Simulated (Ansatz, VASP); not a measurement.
## One calculation of TaN, two programs

The input INCAR:

```
PREC = Accurate
ENCUT = 520
EDIFF = 1E-6
ISMEAR = 0
SIGMA = 0.15
LREAL = F
LASPH = T
NELM = 100
ALGO = Normal
ISIF = 2
LWAVE = F
LCHARG = F
NBANDS = 15
```

Contents of KPOINTS:

```
regular mesh
0
Gamma
  18 18 18
```

File POSCAR:

```
TaN
1.0
    0.0000000000      2.1742693740      2.1742693740
    2.1742693740      0.0000000000      2.1742693740
    2.1742693740      2.1742693740      0.0000000000
Ta N
1 1
Direct
    0.4982554864      0.5017445136      0.5017445136
    0.0225363060     -0.0225363060     -0.0225363060
```

Input for Ansatz:

```yaml
crystal:
  lattice:
    - [0.0, 2.174269374, 2.174269374]
    - [2.174269374, 0.0, 2.174269374]
    - [2.174269374, 2.174269374, 0.0]
  atoms:
    - { symbol: Ta, position: [0.4982554864, 0.5017445136, 0.5017445136] }
    - { symbol: "N", position: [0.022536306, -0.022536306, -0.022536306] }
basis:
  ecutwfc: 520.0
kpoints:
  mp_grid: { grid: [18, 18, 18] }
hamiltonian:
  xc: lda
scf:
  occupations: { method: gaussian, width: 0.15 }
output:
  forces: true
  stress: true
  eigenvalues: true
```

Change from the starting cell: mode 4 frozen in at -0.098 Å and mode 6 at +0.000 Å (largest displacements).

Alike in both runs: task single point; functional LDA; k mesh 18 × 18 × 18; occupations gaussian, width 0.15 eV; no spin polarisation.

|  | VASP | Ansatz |
| --- | --- | --- |
| version | VASP 6.6.1 | Ansatz 0.2.0 |
| potentials or method | VASP PAW LDA potentials, release 64 (Ta_pv, N), cutoff 520 eV | scalar-relativistic, plane waves, PAW |
| valence electrons in the cell | 16 | 18 |

```csv
,VASP,Ansatz,Ansatz less VASP
gap on the k mesh at the Fermi level (eV),none,none,-
pressure (GPa),4.1,2.0,-2.07
"traceless stress, the component that is largest in VASP (GPa)",4.14,4.07,-0.070
rms of the force components (eV/Å),0.586,0.575,-0.0109
```

LDA's correlation is that of Perdew and Zunger in VASP and of Perdew and Wang (1992) in Ansatz. Atom by atom the forces differ by 0.011 eV/Å (rms over components). A gap of «none» marks a metal or a gap that the smearing closes. VASP's potentials hold 16 valence electrons a cell and Ansatz's 18, so a difference there can come from the potentials and not from the codes.

Spin-orbit coupling is off throughout.
